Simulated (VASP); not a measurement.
# MgO (P6_3mc) in VASP: notebook, part 2 of 2

VASP 6.6.1.

## 3. Single point, PBEsol

This run uses another cell than the first one, of 11.86 Å³/atom, 1.004 times its volume.

INCAR reads:

```
SYSTEM = MgO
ALGO     = Normal         ! electronic algorithm
EDIFF    = 1E-6           ! SCF threshold, eV
ENCUT    = 520            ! plane-wave cutoff, eV
GGA      = PS             ! functional
ISIF     = 2              ! what is computed and relaxed
ISMEAR   = 0              ! smearing method
LASPH    = .TRUE.         ! aspherical terms in the spheres
LCHARG   = .FALSE.        ! write CHGCAR
LREAL    = .FALSE.        ! projectors in reciprocal space
LWAVE    = .FALSE.        ! write WAVECAR
NBANDS   = 16             ! bands
NELM     = 80             ! most SCF steps
PREC     = Accurate       ! precision mode
SIGMA    = 0.02           ! smearing width, eV
```

KPOINTS reads:

```
k-points
0
G
  9 9 6
  0 0 0
```

POSCAR reads:

```
MgO
1.0
    3.3028386699      0.0000000000      0.0000000000
   -1.6514193350      2.8603421927      0.0000000000
    0.0000000000      0.0000000000      5.0202782649
Mg O
2 2
Direct
    0.3333333333      0.6666666667      0.0037134796
    0.6666666667      0.3333333333      0.5037134796
    0.3333333333      0.6666666667      0.4008865204
    0.6666666667      0.3333333333      0.9008865204
```

Potentials or basis: VASP PAW PBE potentials, release 64 (Mg, O).

Started as:

```sh
> cat potpaw_PBE.64/Mg/POTCAR potpaw_PBE.64/O/POTCAR > POTCAR
> mpirun -np 1 vasp_std > vasp.out
```

OUTCAR:

```text
SYSTEM = MgO
   EDIFF = 1E-6
   ENCUT = 520
   GGA = PS
   ISIF = 2
   ISMEAR = 0
   LASPH = .TRUE.
   LREAL = .FALSE.
   NELM = 80
   PREC = Accurate

 ion  position               nearest neighbor table
   1  0.333  0.667  0.004-   4 1.98   4 1.98   4 1.98   3 1.99   2 3.15   2 3.15   2 3.15   2 3.15
                             2 3.15   2 3.15
   2  0.667  0.333  0.504-   3 1.98   3 1.98   3 1.98   4 1.99   1 3.15   1 3.15   1 3.15   1 3.15
                             1 3.15   1 3.15
   3  0.333  0.667  0.401-   2 1.98   2 1.98   2 1.98   1 1.99
[... 655 lines left out ...]

 [... further k-points ...]
[... 5 lines left out ...]
  --------------------------------------------------------------------------------------
  -------------------------------------------------------------------------------------
  Total       -0.0847887     -0.0847887     -0.0811765      0.0000000      0.0000000      0.0000000
  in kB       -2.8642792     -2.8642792     -2.7422533      0.0000000      0.0000000      0.0000000
  external PRESSURE =      -2.8236039 kB  Pullay stress =       0.0000000 kB

 VOLUME and BASIS-vectors are now :
 -----------------------------------------------------------------------------
  energy-cutoff  :      520.00
  volume of cell :       47.43
      direct lattice vectors                 reciprocal lattice vectors
     3.302838670  0.000000000  0.000000000     0.302769859  0.174804260  0.000000000
    -1.651419335  2.860342193  0.000000000     0.000000000  0.349608520  0.000000000
     0.000000000  0.000000000  5.020278265     0.000000000  0.000000000  0.199192146

 POSITION                                       TOTAL-FORCE (eV/Angst)
 -----------------------------------------------------------------------------------
     -0.00000      1.90689      0.01864         0.000000      0.000000      0.002617
      1.65142      0.95345      2.52878        -0.000000     -0.000000      0.002617
     -0.00000      1.90689      2.01256        -0.000000     -0.000000     -0.002617
      1.65142      0.95345      4.52270         0.000000     -0.000000     -0.002617
 -----------------------------------------------------------------------------------
    total drift:                               -0.000000      0.000000      0.001512

  FREE ENERGIE OF THE ION-ELECTRON SYSTEM (eV)
  ---------------------------------------------------
  free  energy   TOTEN  =       -24.5505055740 eV

  energy  without entropy=      -24.5505055740  energy(sigma->0) =      -24.55050557
```

OSZICAR:

```text
N       E                     dE             d eps       ncg     rms          rms(c)
DAV:   1     0.583180445441E+02    0.58318E+02   -0.74775E+03  1544   0.876E+02
DAV:   2    -0.245639418913E+02   -0.82882E+02   -0.76173E+02  2112   0.196E+02
DAV:   3    -0.284051987286E+02   -0.38413E+01   -0.38316E+01  1736   0.433E+01
DAV:   4    -0.284204644551E+02   -0.15266E-01   -0.15265E-01  1864   0.322E+00
DAV:   5    -0.284205399045E+02   -0.75449E-04   -0.75449E-04  1752   0.215E-01    0.109E+01
DAV:   6    -0.246559324117E+02    0.37646E+01   -0.10720E+01  1536   0.245E+01    0.382E+00
DAV:   7    -0.245809070024E+02    0.75025E-01   -0.16960E-01  1568   0.327E+00    0.215E+00
DAV:   8    -0.245524532949E+02    0.28454E-01   -0.92907E-02  1680   0.327E+00    0.489E-01
DAV:   9    -0.245501747555E+02    0.22785E-02   -0.32539E-03  1880   0.508E-01    0.169E-01
DAV:  10    -0.245504996824E+02   -0.32493E-03   -0.72519E-04  1576   0.189E-01    0.140E-02
DAV:  11    -0.245505063959E+02   -0.67135E-05   -0.15845E-05  1976   0.265E-02    0.146E-02
DAV:  12    -0.245505055740E+02    0.82189E-06   -0.33967E-06  1568   0.164E-02
   1 F= -.24550506E+02 E0= -.24550506E+02  d E =-.150641E-17
```

stdout:

```text
POSCAR found type information on POSCAR MgO
 POSCAR found :  2 types and       4 ions
 scaLAPACK will be used
 -----------------------------------------------------------------------------
|                                                                             |
|                                                                             |
|     You enforced a specific xc type in the INCAR file but a different       |
|     I HOPE YOU KNOW WHAT YOU ARE DOING!                                     |
|                                                                             |
 -----------------------------------------------------------------------------

 LDA part: xc-table for (Slater+PW92), standard interpolation
 POSCAR, INCAR and KPOINTS ok, starting setup
 FFT: planning ... GRIDC
 FFT: planning ... GRID_SOFT
 FFT: planning ... GRID
 WAVECAR not read
 entering main loop
```

Wall time 71 s (1 thread of AMD EPYC 7R13, shared host); peak memory 0.16 GiB.

Results:

- Free energy: -24.5505 eV
- Pressure: -0.3 GPa
- Band gap on the k mesh: 3.36 eV, direct

Forces on the atoms (eV/Å):
```
Mg   0.000  0.000  0.003
Mg   0.000  0.000  0.003
O    0.000  0.000 -0.003
O    0.000  0.000 -0.003
```

Levels at points of the mesh, in eV from the valence-band top:
```tsv
k point	band 5	band 6	band 7	band 8	band 9	band 10	band 11	band 12
(0.00, 0.00, 0.00)	-0.73	-0.40	-0.40	0.00	3.36	8.39	10.16	14.03
(0.00, 0.00, 0.50)	-0.57	-0.57	-0.57	-0.57	5.87	5.87	13.03	13.03
```

Caveat: the PAW data sets were made with another functional, which shifts forces and pressure a little.

## 4. Single point, PBEsol

This run uses another cell than the first one, of 11.86 Å³/atom, 1.004 times its volume.

INCAR reads:

```
ALGO     = Normal         # electronic algorithm
EDIFF    = 1E-7           # SCF threshold, eV
ENCUT    = 520            # plane-wave cutoff, eV
GGA      = PS             # functional
ISIF     = 2              # what is computed and relaxed
ISMEAR   = 0              # smearing method
LASPH    = T              # aspherical terms in the spheres
LCHARG   = F              # write CHGCAR
LREAL    = F              # projectors in reciprocal space
LWAVE    = F              # write WAVECAR
NBANDS   = 16             # bands
NELM     = 80             # most SCF steps
PREC     = Accurate       # precision mode
SIGMA    = 0.02           # smearing width, eV
```

KPOINTS reads:

```
k-points
0
Gamma
  9 9 6
```

POSCAR is that of step 3.

Started as:

```sh
> cat potpaw_PBE.64/Mg/POTCAR potpaw_PBE.64/O/POTCAR > POTCAR
> mpirun -np 1 vasp_std > vasp.out
```

Wall time 76 s (1 thread of AMD EPYC 7R13, shared host); peak memory 0.16 GiB.

Results (log left out):

* Free energy: -24.5505 eV
* Pressure: -0.3 GPa
* Band gap on the k mesh: 3.36 eV, direct

Forces in eV/Å, atoms in the order of the input:
```
Mg   0.000  0.000  0.003
Mg   0.000  0.000  0.003
O    0.000  0.000 -0.003
O    0.000  0.000 -0.003
```

Levels at points of the mesh, in eV from the valence-band top:
| k point | band 5 | band 6 | band 7 | band 8 | band 9 | band 10 | band 11 | band 12 |
| --- | --- | --- | --- | --- | --- | --- | --- | --- |
| (0.00, 0.00, 0.00) | -0.73 | -0.40 | -0.40 | 0.00 | 3.36 | 8.39 | 10.16 | 14.03 |
| (0.00, 0.00, 0.50) | -0.57 | -0.57 | -0.57 | -0.57 | 5.87 | 5.87 | 13.03 | 13.03 |

Caveat: the PAW data sets were made with another functional, which shifts forces and pressure a little. A k mesh can miss the band edges.

## 5. Single point, LDA

This run uses another cell than the first one, of 11.86 Å³/atom, 1.004 times its volume.

INCAR reads:

```
SYSTEM = MgO
ALGO = Normal
EDIFF = 1E-7
ENCUT = 520
GGA = CA
ISIF = 2
ISMEAR = 0
LASPH = .TRUE.
LCHARG = .TRUE.
LELF = .TRUE.
LREAL = .FALSE.
LVHAR = .TRUE.
LWAVE = .FALSE.
NBANDS = 16
NELM = 80
PREC = Accurate
SIGMA = 0.02
```

KPOINTS reads:

```
k-points
0
G
  9 9 6
  0 0 0
```

POSCAR is that of step 4.

Potentials or basis: VASP PAW LDA potentials, release 64 (Mg, O).

Started as:

```sh
> cat potpaw_LDA.64/Mg/POTCAR potpaw_LDA.64/O/POTCAR > POTCAR
> mpirun -np 1 vasp_std > vasp.out
```

It took 72 s on 1 thread of AMD EPYC 7R13, shared host; peak memory 0.14 GiB.

Results (log left out):

| Property | Result |
| --- | --- |
| Free energy | -26.2238 eV |
| Pressure | -5.7 GPa |
| Largest force | 0.039 eV/Å |
| Band gap on the k mesh | 3.37 eV, direct |

Forces on the atoms (eV/Å):
```
Mg   0.000  0.000  0.039
Mg   0.000  0.000  0.039
O    0.000  0.000 -0.039
O    0.000  0.000 -0.039
```

Stress tensor (GPa, compression positive):
```
-5.89  0.00  0.00
 0.00 -5.89  0.00
 0.00  0.00 -5.26
```

Levels at points of the mesh, in eV from the valence-band top:
```
           k point  band 4  band 5  band 6  band 7  band 8  band 9  band 10  band 11  band 12  band 13
(0.00, 0.00, 0.00)   -0.73   -0.73   -0.40   -0.40    0.00    3.37     8.30    10.10    13.89    13.89
(0.00, 0.00, 0.50)   -2.04   -0.57   -0.57   -0.57   -0.57    5.85     5.85    12.90    12.90    14.36
```

## 6. Relaxation of cell and atoms, PBEsol

INCAR reads:

```
  ALGO = Normal
  EDIFF = 1E-6
  EDIFFG = -0.005
  ENCUT = 600
  GGA = PS
  IBRION = 2
  ISIF = 3
  ISMEAR = 0
  LASPH = True
  LCHARG = False
  LREAL = False
  LWAVE = False
  NELM = 100
  NSW = 100
  PREC = Accurate
  SIGMA = 0.02
```

KPOINTS reads:

```
k-points
0
Gamma
  9 9 6
```

POSCAR reads:

```
MgO
1.0
    3.3077869865      0.0000000000      0.0000000000
   -1.6538934933      2.8646275606      0.0000000000
    0.0000000000      0.0000000000      4.9828816700
Mg O
2 2
Direct
    0.3333333300      0.6666666700      0.0021597400
    0.6666666700      0.3333333300      0.5021597400
    0.3333333300      0.6666666700      0.4024402600
    0.6666666700      0.3333333300      0.9024402600
```

Potentials or basis: VASP PAW PBE potentials, release 64 (Mg, O).

Started as:

```sh
> cat potpaw_PBE.64/Mg/POTCAR potpaw_PBE.64/O/POTCAR > POTCAR
> mpirun -np 1 vasp_std > vasp.out
```

Run time: 4.2 min. Hardware: 1 thread of AMD EPYC 7R13, shared host; peak memory 0.17 GiB.

Results (log left out):

| Property | Result |
| --- | --- |
| Free energy | -24.5558 eV |
| Relaxed volume | 11.81 Å³/atom |
| Relaxed cell | a = 3.302 Å, b = 3.302 Å, c = 5.003 Å, α = 90.00°, β = 90.00°, γ = 120.00° |
| Space group after relaxing (to 0.05 Å) | P6_3mc (No. 186) |
| Energy gained by relaxing | 0.0 meV/atom |
| Ionic steps | 11 |
| Pressure after relaxing | 0.0 GPa |
| Band gap on the k mesh | 3.37 eV, direct |

Forces on the atoms (eV/Å):
```
Mg   0.000  0.000 -0.003
Mg   0.000  0.000 -0.003
O    0.000  0.000  0.003
O    0.000  0.000  0.003
```

Stress tensor (GPa, compression positive):
```
-0.04  0.00  0.00
 0.00 -0.04  0.00
 0.00  0.00  0.06
```

The path:
```tsv
step	energy change (eV)	largest force (eV/Å)	pressure (GPa)	volume (Å³)
1	0.0000	0.0096	-0.15	47.22
2	0.0000	0.0042	0.11	47.14
3	0.0000	0.0073	0.03	47.18
4	0.0000	0.0047	0.01	47.18
5	-0.0001	0.0028	0.02	47.19
6	-0.0001	0.0171	0.03	47.20
7	-0.0001	0.0096	0.02	47.20
8	-0.0001	0.0098	0.03	47.20
9	-0.0001	0.0087	0.02	47.20
10	-0.0001	0.0065	0.01	47.22
11	-0.0002	0.0028	-0.01	47.24
```

Final structure:
```
Mg O
1.0
     3.30197    0.00000    0.00000
    -1.65099    2.85959    0.00000
     0.00000    0.00000    5.00284
Mg O
2 2
Direct
  0.33333 0.66667 0.00326
  0.66667 0.33333 0.50326
  0.33333 0.66667 0.40134
  0.66667 0.33333 0.90134
```

Levels at points of the mesh, in eV from the valence-band top:
```csv
k point,band 4,band 5,band 6,band 7,band 8,band 9,band 10,band 11,band 12
"(0.00, 0.00, 0.00)",-0.75,-0.75,-0.42,-0.42,0.00,3.37,8.41,10.20,14.02
"(0.00, 0.00, 0.50)",-2.05,-0.59,-0.59,-0.59,-0.59,5.89,5.89,13.07,13.07
```

Caveat: the PAW data sets were made with another functional, which shifts forces and pressure a little.

## 7. Overview

```tsv
task	level	potentials or basis	cell	k mesh	cutoff (eV)	smearing	gap on the mesh (eV)	pressure (GPa)	largest force (eV/Å)
single point	PBEsol	VASP PAW PBE potentials, release 64 (Mg, O)	a = 3.308, b = 3.308, c = 4.983 Å, angles 90.0, 90.0, 120.0°, 4 atoms	6 × 6 × 4	520	gaussian 0.1 eV	3.34	0.1	0.01
single point	PBEsol	VASP PAW PBE potentials, release 64 (Mg, O)	a = 3.303, b = 3.303, c = 5.020 Å, angles 90.0, 90.0, 120.0°, 4 atoms	9 × 9 × 6	520	gaussian 0.02 eV	3.36	-0.3	-
single point	LDA	VASP PAW LDA potentials, release 64 (Mg, O)	a = 3.303, b = 3.303, c = 5.020 Å, angles 90.0, 90.0, 120.0°, 4 atoms	9 × 9 × 6	520	gaussian 0.02 eV	3.37	-5.7	0.04
relaxation of cell and atoms	PBEsol	VASP PAW PBE potentials, release 64 (Mg, O)	relaxed from a = 3.308, b = 3.308, c = 4.983 Å, angles 90.0, 90.0, 120.0°, 4 atoms	9 × 9 × 6	600	gaussian 0.02 eV	3.37	0.0	-
```

Alike in all rows: no spin polarisation.

Caveats: the PAW data sets were made with another functional, which shifts forces and pressure a little (some runs).

Absolute energies hang on the potentials; compare differences alone.
